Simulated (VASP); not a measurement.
Runs of VASP 6.6.1 on Mg. The structure is that of space group P6/mmm (No. 191), or close to it. The cells are those of the table. This isn't the form of Mg at room conditions, which is hcp.

| task | cell | k mesh | cutoff (eV) | gap on the mesh (eV) | pressure (GPa) | relaxed volume (Å³/atom) |
| --- | --- | --- | --- | --- | --- | --- |
| relaxation of cell and atoms | relaxed from a = 5.066, b = 5.066, c = 3.123 Å, angles 90.0, 90.0, 120.0°, 3 atoms | 6 × 6 × 6 | 600 | none | -0.1 | 23.25 |
| single point | a = 5.109, b = 5.109, c = 3.086 Å, angles 90.0, 90.0, 120.0°, 3 atoms | 12 × 12 × 16 | 520 | none | -0.1 | - |
| single point | a = 4.437, b = 4.437, c = 3.782 Å, angles 90.0, 90.0, 120.0°, 3 atoms | 6 × 6 × 6 | 520 | none | 8.1 | - |
| relaxation of cell and atoms | relaxed from a = 5.132, b = 5.132, c = 3.054 Å, angles 90.0, 90.0, 120.0°, 3 atoms | 12 × 12 × 16 | 600 | none | 0.0 | (a) |
| relaxation of cell and atoms | relaxed from a = 4.437, b = 4.437, c = 3.782 Å, angles 90.0, 90.0, 120.0°, 3 atoms | 6 × 6 × 4 | 600 | none | 0.0 | 23.12 |
| single point | a = 5.132, b = 5.132, c = 3.054 Å, angles 90.0, 90.0, 120.0°, 3 atoms | 6 × 6 × 6 | 520 | none | 0.0 | - |
| single point | a = 5.066, b = 5.066, c = 3.123 Å, angles 90.0, 90.0, 120.0°, 3 atoms | 6 × 6 × 4 | 520 | none | 0.0 | - |

Alike in all rows: level PBE; potentials or basis VASP PAW PBE potentials, release 64 (Mg); no spin polarisation; smearing gaussian 0.1 eV.

Fill in the values left out.

(a) 23.16.

Caveats: some runs use coarse meshes; the cell stands under pressure (at least some runs); a cell axis changed by over 15 % at a fixed basis, so the end point is rough (at least some runs).

A gap of «none» marks levels without a gap at the run's occupations.
